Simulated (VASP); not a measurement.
Input of a VASP 6.6.1 run:

The input INCAR:

```
SYSTEM = HfC
PREC     = Accurate       ! precision mode
ENCUT    = 520            ! plane-wave cutoff, eV
EDIFF    = 1E-6           ! SCF threshold, eV
ISMEAR   = -1             ! smearing method
SIGMA    = 0.1            ! smearing width, eV
LREAL    = .False.        ! projectors in reciprocal space
LASPH    = .True.         ! aspherical terms in the spheres
NELM     = 60             ! most SCF steps
ALGO     = Normal         ! electronic algorithm
ISIF     = 2              ! what is computed and relaxed
LWAVE    = .False.        ! write WAVECAR
LCHARG   = .True.         ! write CHGCAR
GGA      = CA             ! functional
LELF     = .True.         ! ELF
LVHAR    = .True.       
NBANDS   = 22             ! bands
```

The input KPOINTS:

```
Automatic mesh
0
Gamma
  8 8 5
  0 0 0
```

The input POSCAR:

```
HfC
1.0
    3.2976865968      0.0000000000      0.0000000000
   -1.6488432984      2.8558804875      0.0000000000
    0.0000000000      0.0000000000      5.1323984344
Hf C
2 2
Direct
    0.6666666667      0.3333333333      0.7500000000
    0.3333333333      0.6666666667      0.2500000000
    0.0000000000      0.0000000000      0.0000000000
    0.0000000000      0.0000000000      0.5000000000
```

Potentials or basis: VASP PAW LDA potentials, release 64 (Hf_pv, C).

Run with:

```sh
$ cat potpaw_LDA.64/Hf_pv/POTCAR potpaw_LDA.64/C/POTCAR > POTCAR
$ mpirun -np 1 vasp_std > vasp.out
```

**Question.** Predict the pressure.

**Answer.** -2.8 GPa.

**Question.** Estimate the band gap on the k mesh.

**Answer.** Zero (band 14 reaches 7.62 eV, above the bottom of band 15 at 6.42 eV).

Stress tensor (GPa, compression positive):
```
-3.83  0.00  0.00
 0.00 -3.83  0.00
 0.00  0.00 -0.90
```

Caveat: spin-orbit coupling is left out, which moves the levels of the heavy elements.
